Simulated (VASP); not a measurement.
# LiF (Fm-3m) in VASP: notebook, part 2 of 2

VASP 6.6.1. Earlier steps stand in the parts before.

### 3 Single point, HSE06

POSCAR reads:

```
LiF
1.0
    0.0000000000      1.9948691814      1.9948691814
    1.9948691814      0.0000000000      1.9948691814
    1.9948691814      1.9948691814      0.0000000000
Li F
1 1
Direct
    0.0000000000      0.0000000000      0.0000000000
    0.5000000000      0.5000000000      0.5000000000
```

INCAR.step1 reads:

```
  PREC = Accurate
  ENCUT = 520
  EDIFF = 1E-5
  ISMEAR = 0
  SIGMA = 0.01
  LREAL = F
  LASPH = T
  NELM = 100
  ALGO = Normal
  ISIF = 2
  LWAVE = T
  LCHARG = F
  NBANDS = 12
  GGA = PE
```

INCAR.step2 reads:

```
  PREC = Accurate
  ENCUT = 520
  EDIFF = 1E-6
  ISMEAR = 0
  SIGMA = 0.01
  LREAL = F
  LASPH = T
  NELM = 100
  ALGO = Normal
  ISIF = 2
  LWAVE = F
  LCHARG = F
  GGA = PE
  LHFCALC = T
  HFSCREEN = 0.2079
  PRECFOCK = Normal
  NBANDS = 12
  ISTART = 1
```

KPOINTS reads:

```
regular mesh
0
Gamma
  6 6 6
```

Potentials or basis: VASP PAW PBE potentials, release 64 (Li_sv, F).

On the command line:

```
$ cat potpaw_PBE.64/Li_sv/POTCAR potpaw_PBE.64/F/POTCAR > POTCAR
$ cp INCAR.step1 INCAR
$ mpirun -np 1 vasp_std > vasp.out
$ cp INCAR.step2 INCAR
$ mpirun -np 1 vasp_std > vasp.out
```

OUTCAR:

```text
PREC = Accurate
   ENCUT = 520
   EDIFF = 1E-6
   ISMEAR = 0
   LREAL = F
   LASPH = T
   NELM = 100
   ISIF = 2
   GGA = PE
   LHFCALC = T
   HFSCREEN = 0.2079
   PRECFOCK = Normal
   ISTART = 1

 ion  position               nearest neighbor table
   1  0.000  0.000  0.000-   2 1.99   2 1.99   2 1.99   2 1.99   2 1.99   2 1.99
   2  0.500  0.500  0.500-   1 1.99   1 1.99   1 1.99   1 1.99   1 1.99   1 1.99

  LATTYP: Found a face centered cubic cell.
 ALAT       =     3.9897383628

  Lattice vectors:

 A1 = (   0.0000000000,   1.9948691814,   1.9948691814)
 A2 = (   1.9948691814,   0.0000000000,   1.9948691814)
 A3 = (   1.9948691814,   1.9948691814,   0.0000000000)

Analysis of symmetry for initial positions (statically):
=====================================================================
 Subroutine PRICEL returns:
 Original cell was already a primitive cell.

 Routine SETGRP: Setting up the symmetry group for a
 face centered cubic supercell.

 Subroutine GETGRP returns: Found 48 space group operations
 (whereof 48 operations were pure point group operations)
 out of a pool of 48 trial point group operations.

The static configuration has the point symmetry O_h .

Analysis of symmetry for dynamics (positions and initial velocities):
=====================================================================
 Subroutine PRICEL returns:
 Original cell was already a primitive cell.

 Routine SETGRP: Setting up the symmetry group for a
 face centered cubic supercell.

 Subroutine GETGRP returns: Found 48 space group operations
 (whereof 48 operations were pure point group operations)
 out of a pool of 48 trial point group operations.

The dynamic configuration has the point symmetry O_h .

 Subroutine INISYM returns: Found 48 space group operations
 (whereof 48 operations are pure point group operations),
 and found     1 'primitive' translations

----------------------------------------------------------------------------------------

                                     Primitive cell

  volume of cell :      15.8772

  direct lattice vectors                    reciprocal lattice vectors
     0.000000000  1.994869181  1.994869181    -0.250643002  0.250643002  0.250643002
     1.994869181  0.000000000  1.994869181     0.250643002 -0.250643002  0.250643002
     1.994869181  1.994869181  0.000000000     0.250643002  0.250643002 -0.250643002

  length of vectors
     2.821171051  2.821171051  2.821171051     0.434126414  0.434126414  0.434126414

  position of ions in fractional coordinates (direct lattice)
     0.000000000  0.000000000  0.000000000
     0.500000000  0.500000000  0.500000000

  ion indices of the primitive-cell ions
   primitive index   ion index
                 1           1
                 2           2

----------------------------------------------------------------------------------------

 KPOINTS: regular mesh

Automatic generation of k-mesh.
 Grid dimensions read from file:
 generate k-points for:    6    6    6

 Generating k-lattice:

[... 39 lines left out ...]
   ions per type =               1   1
   NGX,Y,Z   is equivalent  to a cutoff of  14.14, 14.14, 14.14 a.u.
   NGXF,Y,Z  is equivalent  to a cutoff of  28.29, 28.29, 28.29 a.u.
 SYSTEM =  unknown system
   PREC   = accura    normal or accurate (medium, high low for compatibility)
   ISTART =      1    job   : 0-new  1-cont  2-samecut
   ICHARG =      0    charge: 1-file 2-atom 10-const
   ISPIN  =      1    spin polarized calculation?
   LNONCOLLINEAR =      F non collinear calculations
   LSORBIT =      F    spin-orbit coupling
   LASPH  =      T    aspherical Exc in radial PAW
   ENCUT  =  520.0 eV  38.22 Ry    6.18 a.u.   5.25  5.25  5.25*2*pi/ulx,y,z
   NELM   =    100;   NELMIN=  2; NELMDL=  0     # of ELM steps
   EDIFF  = 0.1E-05   stopping-criterion for ELM
   LREAL  =      F    real-space projection
   EDIFFG = 0.1E-04   stopping-criterion for IOM
   NSW    =      0    number of steps for IOM
   IBRION =     -1    ionic relax: 0-MD 1-quasi-New 2-CG
   NFREE  =      0    steps in history (QN), initial steepest desc. (CG)
   ISIF   =      2    stress and relaxation
   ISYM   =      3    0-nonsym 1-usesym 2-fastsym
   POTIM  = 0.5000    time-step for ionic-motion
   TEBEG  =    0.0;   TEEND  =   0.0 temperature during run
   PSTRESS=    0.0 pullay stress
   NELECT =      10.0000    total number of electrons
   NUPDOWN=      -1.0000    fix difference up-down
   EMIN   =  10.00;   EMAX   =-10.00  energy-range for DOS
   EFERMI =   0.00;   METHOD = LEGACY
   ISMEAR =     0;   SIGMA  =   0.01  broadening in eV -4-tet -1-fermi 0-gaus
   EFERMI_NEDOS =   21; number of points for ismear=-14 and -15
   IALGO  =     38    algorithm
   IMIX   =      1    mixing-type and parameters
     AMIX     =   0.40;   BMIX     =  1.00
     AMIX_MAG =   1.60;   BMIX_MAG =  1.00
  volume/ion in A,a.u.               =       7.94        53.57
  Fermi-wavevector in a.u.,A,eV,Ry     =   1.403300  2.651852 26.793271  1.969250
  Thomas-Fermi vector in A             =   2.525975
   LORBIT       =      0    0 simple, 1 ext, 2 COOP (PROOUT), +10 PAW based schemes
   GGA     = PE    functional components
   LHFCALC =     T    Hartree Fock is set to
   PRECFOCK=normal    Normal, Fast or Accurate (Low or Medium for compatibility)
   ENCUT4O =  -1.0   cutoff for four orbital integrals eV
   NKREDX  =     1    reduce k-point grid by
   NKREDY  =     1    reduce k-point grid by
   NKREDZ  =     1    reduce k-point grid by
   AEXX    =    0.2500 exact exchange contribution
   HFSCREEN=    0.2079 screening length (either q_TF or 0.3 A-1)
   HFSCREENC=   0.2079 screening length for correlation (either q_TF or 0.3 A-1)
   ENCUTFOCK=  -1.0 apply spherical cutoff to Coloumb kernel
   IVDW    =     0    specifies the selected vdW correction
   LEPSILON=     F    determine dielectric tensor
   LRPA    =     F    only Hartree local field effects (RPA)
 non-spin polarized calculation
 Gauss-broadening in eV      SIGMA  =   0.01
  energy-cutoff  :      520.00
  volume of cell :       15.88
 maximum number of plane-waves:       444
 NGX is ok and might be reduce to    24
  NGX = 16; NGY = 16; NGZ = 16

 number of electron       9.9999997 magnetization

 Free energy of the ion-electron system (eV)
  ---------------------------------------------------
  ext. energy  EPLUGINS =         0.00000000
  ---------------------------------------------------
  free energy    TOTEN  =       -11.38628558 eV

  energy without entropy =      -11.38628558  energy(sigma->0) =      -11.38628558

 E-fermi :  -2.4550     XC(G=0):  -8.2758

 val. band max:       -2.5617129646   @ k =   0.0000   0.0000   0.0000
 cond. band min:       9.1052960973   @ k =   0.0000   0.0000   0.0000
 fundamental gap:     11.6670090619
 Fermi energy:        -2.4549943545

 k-point     1 :       0.0000    0.0000    0.0000
  band No.  band energies     occupation
      1     -45.4686      2.00000
      2     -24.2186      2.00000
      3      -2.5617      2.00000
      4      -2.5617      2.00000
      5      -2.5617      2.00000
      6       9.1053      0.00000
      7      24.4372      0.00000
      8      24.4372      0.00000
      9      24.4373      0.00000
     10      24.5693      0.00000
     11      24.5693      0.00000
     12      24.5693      0.00000
[... 211 lines left out ...]
 k-point    16 :      -0.3333    0.5000    0.1667
  band No.  band energies     occupation
      1     -45.3821      2.00000
      2     -23.4688      2.00000
      3      -5.3322      2.00000
      4      -4.2607      2.00000
      5      -3.4981      2.00000
      6      15.1416      0.00000
      7      15.5341      0.00000
      8      17.7331      0.00000
      9      19.9671      0.00000
     10      24.3476      0.00000
     11      32.1266      0.00000
     12      34.9368      0.00000

------------------------ aborting loop because EDIFF is reached ----------------------------------------

  FORCE on cell =-STRESS in cart. coord.  units (eV):
  Direction    XX          YY          ZZ          XY          YZ          ZX
  --------------------------------------------------------------------------------------
  -------------------------------------------------------------------------------------
  Total        0.1101775      0.1101775      0.1101775     -0.0000000     -0.0000000     -0.0000000
  in kB       11.1180910     11.1180910     11.1180910     -0.0000000     -0.0000000     -0.0000000
  external PRESSURE =      11.1180910 kB  Pullay stress =       0.0000000 kB

 VOLUME and BASIS-vectors are now :
 -----------------------------------------------------------------------------
  energy-cutoff  :      520.00
  volume of cell :       15.88
      direct lattice vectors                 reciprocal lattice vectors
     0.000000000  1.994869181  1.994869181    -0.250643002  0.250643002  0.250643002
     1.994869181  0.000000000  1.994869181     0.250643002 -0.250643002  0.250643002
     1.994869181  1.994869181  0.000000000     0.250643002  0.250643002 -0.250643002

 POSITION                                       TOTAL-FORCE (eV/Angst)
 -----------------------------------------------------------------------------------
      0.00000      0.00000      0.00000        -0.000000     -0.000000     -0.000000
      1.99487      1.99487      1.99487         0.000000      0.000000      0.000000
 -----------------------------------------------------------------------------------
    total drift:                               -0.000000     -0.000000     -0.000000

  FREE ENERGIE OF THE ION-ELECTRON SYSTEM (eV)
  ---------------------------------------------------
  free  energy   TOTEN  =       -11.3862855849 eV

  energy  without entropy=      -11.3862855849  energy(sigma->0) =      -11.38628558
```

Wall time 4 min (1 thread of AMD EPYC 7R43 (Zen 3), shared host); peak memory 0.2 GiB.

What came out:

```yaml
Free_energy: -11.3863 eV
Band_gap_on_the_k_mesh: 11.67 eV
```

Caveat: the k points lie up to 0.45 Å⁻¹ apart; the cutoff is under 1.25 times the usual one of these potentials, so pressure, stress and relaxed cells hold a basis-set (Pulay) error; the PAW data sets were made with another functional, which shifts forces and pressure a little.

### 4 Single point, PBE-based screened hybrid with 100 % exact exchange

POSCAR is that of step 3.

INCAR.step1 reads:

```
SYSTEM = LiF
  PREC = Accurate
  ENCUT = 520
  EDIFF = 1E-5
  ISMEAR = 0
  SIGMA = 0.01
  LREAL = .False.
  LASPH = .True.
  NELM = 100
  ALGO = Normal
  ISIF = 2
  LWAVE = .True.
  LCHARG = .False.
  GGA = PE
  NBANDS = 12
```

INCAR.step2 reads:

```
SYSTEM = LiF
  PREC = Accurate
  ENCUT = 520
  EDIFF = 1E-7
  ISMEAR = 0
  SIGMA = 0.01
  LREAL = .False.
  LASPH = .True.
  NELM = 100
  ALGO = Normal
  ISIF = 2
  LWAVE = .False.
  LCHARG = .False.
  GGA = PE
  LHFCALC = .True.
  AEXX = 1.0
  HFSCREEN = 0.3
  PRECFOCK = Normal
  ISTART = 1
  NBANDS = 12
  ALDAC = 1.0
  AGGAC = 1.0
```

KPOINTS reads:

```
Automatic mesh
0
Gamma
  6 6 6
  0 0 0
```

On the command line:

```
$ cat potpaw_PBE.64/Li_sv/POTCAR potpaw_PBE.64/F/POTCAR > POTCAR
$ cp INCAR.step1 INCAR
$ mpirun -np 1 vasp_std > vasp.out
$ cp INCAR.step2 INCAR
$ mpirun -np 1 vasp_std > vasp.out
```

Run time: 6.3 min. Hardware: 1 thread of AMD EPYC 7R43 (Zen 3), shared host; peak memory 0.19 GiB.

The run converged. Its results:

| Property | Result |
| --- | --- |
| Free energy | -16.2131 eV |
| Band gap on the k mesh | 17.64 eV |

Levels at points of the mesh, in eV from the valence-band top:
```tsv
k point	band 1	band 2	band 3	band 4	band 5	band 6	band 7	band 8	band 9	band 10
(0.00, 0.00, 0.00)	-48.80	-26.29	0.00	0.00	0.00	17.64	33.64	33.64	33.64	33.67
(0.50, 0.00, 0.00)	-48.73	-25.76	-3.02	-0.31	-0.31	19.35	26.53	28.05	28.05	40.48
(0.50, 0.50, 0.00)	-48.71	-25.46	-3.43	-1.20	-1.20	24.31	24.86	26.82	30.20	30.20
```

Caveat: the k points lie up to 0.45 Å⁻¹ apart; the cutoff is under 1.25 times the usual one of these potentials, so pressure, stress and relaxed cells hold a basis-set (Pulay) error; the PAW data sets were made with another functional, which shifts forces and pressure a little.

### 5 The runs side by side

| level | smearing | share of exact exchange | screening parameter | gap on the mesh (eV) |
| --- | --- | --- | --- | --- |
| HSE06 | gaussian 0.5 eV | 0.25 | 0.2079 1/Å | 11.67 |
| HSE06 | gaussian 0.01 eV | 0.25 | 0.2079 1/Å | 11.67 |
| PBE-based screened hybrid with 100 % exact exchange | gaussian 0.01 eV | 1 | 0.3 1/Å | 17.64 |

Alike in all rows: task single point; potentials or basis VASP PAW PBE potentials, release 64 (Li_sv, F); no spin polarisation; cell as given; k mesh 6 × 6 × 6; cutoff (eV) 520.

Caveats: all runs use coarse meshes; the cutoff is under 1.25 times the usual one of these potentials, so pressure, stress and relaxed cells hold a basis-set (Pulay) error; the PAW data sets were made with another functional, which shifts forces and pressure a little.

Total energies depend on the potentials used, so only differences within one code and one set of settings carry meaning.
